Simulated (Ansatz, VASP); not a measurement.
# Two plane-wave programs on TaN

The input INCAR:

```
ALGO     = Normal         # electronic algorithm
EDIFF    = 1E-7           # SCF threshold, eV
ENCUT    = 520            # plane-wave cutoff, eV
GGA      = PE             # functional
ISIF     = 2              # what is computed and relaxed
ISMEAR   = 0              # smearing method
LASPH    = T              # aspherical terms in the spheres
LCHARG   = F              # write CHGCAR
LREAL    = F              # projectors in reciprocal space
LWAVE    = F              # write WAVECAR
NBANDS   = 24             # bands
NELM     = 100            # most SCF steps
PREC     = Accurate       # precision mode
SIGMA    = 0.15           # smearing width, eV
```

KPOINTS

```
k-points
0
Gamma
  18 18 8
```

POSCAR

```
TaN
1.0
    3.1512408108      0.0000000000      0.0000000000
   -1.5756204054      2.7290545956      0.0000000000
    0.0000000000      0.0000000000      5.8609927840
Ta N
2 2
Direct
    0.3333333333      0.6666666667      0.0304880884
    0.6666666667      0.3333333333      0.5304880884
    0.3333333333      0.6666666667      0.3545119116
    0.6666666667      0.3333333333      0.8545119116
```

Input for Ansatz:

```yaml
crystal:
  lattice:
    - [3.1512408108, 0.0, 0.0]
    - [-1.5756204054, 2.7290545956, 0.0]
    - [0.0, 0.0, 5.860992784]
  atoms:
    - { symbol: Ta, position: [0.3333333333, 0.6666666667, 0.0304880884] }
    - { symbol: Ta, position: [0.6666666667, 0.3333333333, 0.5304880884] }
    - { symbol: "N", position: [0.3333333333, 0.6666666667, 0.3545119116] }
    - { symbol: "N", position: [0.6666666667, 0.3333333333, 0.8545119116] }
basis:
  ecutwfc: 520.0
kpoints:
  mp_grid: { grid: [18, 18, 8] }
hamiltonian:
  xc: pbe
  pseudopotentials: { kind: paw, azcp: { folder: soft_1 } }
scf:
  occupations: { method: gaussian, width: 0.15 }
output:
  forces: true
  stress: true
  eigenvalues: true
```

Alike in both runs: task single point; functional PBE; k mesh 18 × 18 × 8; occupations gaussian, width 0.15 eV; no spin polarisation.

|  | VASP | Ansatz |
| --- | --- | --- |
| version | VASP 6.6.1 | Ansatz 0.2.0 |
| potentials or method | VASP PAW PBE potentials, release 64 (Ta_pv, N), cutoff 520 eV | scalar-relativistic, plane waves, PAW |
| valence electrons in the cell | 32 | 36 |

Ansatz gave:

```
gap on the k mesh at the Fermi level (eV)                     : none
pressure (GPa)                                                : 14.7
traceless stress, the component that is largest in VASP (GPa) : 15.77
rms of the force components (eV/Å)                            : 0.640
```

What did VASP give for the same quantities?

gap on the k mesh at the Fermi level (eV): none; pressure (GPa): 15.6; traceless stress, the component that is largest in VASP (GPa): 16.44; rms of the force components (eV/Å): 0.673.

Atom by atom the forces differ by 0.034 eV/Å (rms over components). A gap of «none» marks a metal or a gap that the smearing closes. VASP's potentials hold 32 valence electrons a cell and Ansatz's 36, so a difference there can come from the potentials and not from the codes.

Neither program's run includes spin-orbit coupling.
